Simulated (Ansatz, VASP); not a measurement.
Two plane-wave programs on GeSb2Te4

```
CELL_PARAMETERS angstrom
-3.05807 3.05807 6.06832
3.05807 -3.05807 6.06832
3.05807 3.05807 -6.06832
ATOMIC_POSITIONS crystal
Ge 0.00000 0.00000 0.00000
Sb 0.50000 0.50000 0.00000
Sb 0.25000 0.75000 0.50000
Te 0.50381 0.00381 0.50000
Te 0.24613 0.24613 0.00000
Te 0.99619 0.49619 0.50000
Te 0.75387 0.75387 0.00000
```

Alike in both runs: functional PBE; k mesh 10 × 10 × 10; occupations gaussian, width 0.1 eV; no spin polarisation.

Ansatz relaxed the structure, and its values are those at the end. VASP's run is a single point on that final structure, the one shown.

|  | VASP | Ansatz |
| --- | --- | --- |
| version | VASP 6.6.1 | Ansatz 0.2.0 |
| potentials or method | VASP PAW PBE potentials, release 64 (Ge_d, Sb, Te), cutoff 520 eV | scalar-relativistic, plane waves, PAW |
| valence electrons in the cell | 48 | 108 |

|  | VASP | Ansatz | Ansatz less VASP |
| --- | --- | --- | --- |
| gap on the k mesh at the Fermi level (eV) | none | none | - |
| pressure (GPa) | 0.0 | 0.0 | +0.03 |
| rms of the force components (eV/Å) | 0.004 | 0.003 | -0.0008 |

A gap of «none» marks a metal or a gap that the smearing closes. VASP's potentials hold 48 valence electrons a cell and Ansatz's 108, so a difference there can come from the potentials and not from the codes.

Spin-orbit coupling is off throughout.
